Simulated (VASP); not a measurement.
**Co: single point with PBE**

Crystal: Co.

```xyz
1
Lattice="2.3160 0.0000 0.0000 -1.1580 2.0057 0.0000 0.0000 0.0000 2.1738" Properties=species:S:1:pos:R:3 pbc="T T T"
Co    0.0000    0.0000    0.0000
```

This isn't the form of Co at room conditions, which is hcp.

| Item | Value |
| --- | --- |
| Program | VASP 6.6.1 |
| Task | single point |
| Functional | PBE |
| Potentials or basis | VASP PAW PBE potentials, release 64 (Co_sv) |
| Cutoff | 600 eV |
| k mesh | 18 × 18 × 17 |
| Occupations | fermi-dirac, width 0.1 eV |
| Spin | collinear spin, ferromagnetic start |
| Starting moments | [1.7] μB |
| Dipole correction | no |
| Further INCAR settings | ALGO = Normal; EDIFF = 1e-06; NBANDS = 18 |

```
Pressure                                              : 34.9 GPa
Net moment                                            : 1.37 μB per cell
Site moments                                          : Co +1.37 μB
Valence electrons inside the program's atomic spheres : Co 15.21
```

Stress tensor (GPa, compression positive):
```
34.93  0.00  0.00
 0.00 34.93  0.00
 0.00  0.00 34.81
```

Levels at points of the mesh, in eV from the Fermi level:
Spin up:
| k point | band 7 | band 8 | band 9 | band 10 | band 11 | band 12 |
| --- | --- | --- | --- | --- | --- | --- |
| (0.00, 0.00, 0.00) | -2.73 | -2.73 | -0.52 | -0.52 | 21.56 | 23.39 |
| (0.50, 0.00, 0.00) | -1.93 | -0.80 | -0.75 | -0.04 | 6.58 | 17.93 |
Spin down:
```csv
k point,band 6,band 7,band 8,band 9,band 10,band 11
"(0.00, 0.00, 0.00)",-4.11,-1.48,-1.48,1.43,1.43,21.91
"(0.50, 0.00, 0.00)",-3.37,-0.67,-0.14,1.11,1.40,7.40
```

Run time: 83 s on 1 thread of AMD EPYC 9R45 96-Core Processor (Zen 5), with other jobs on the host, peak memory 0.18 GiB.

Caveat: the cell stands under pressure.
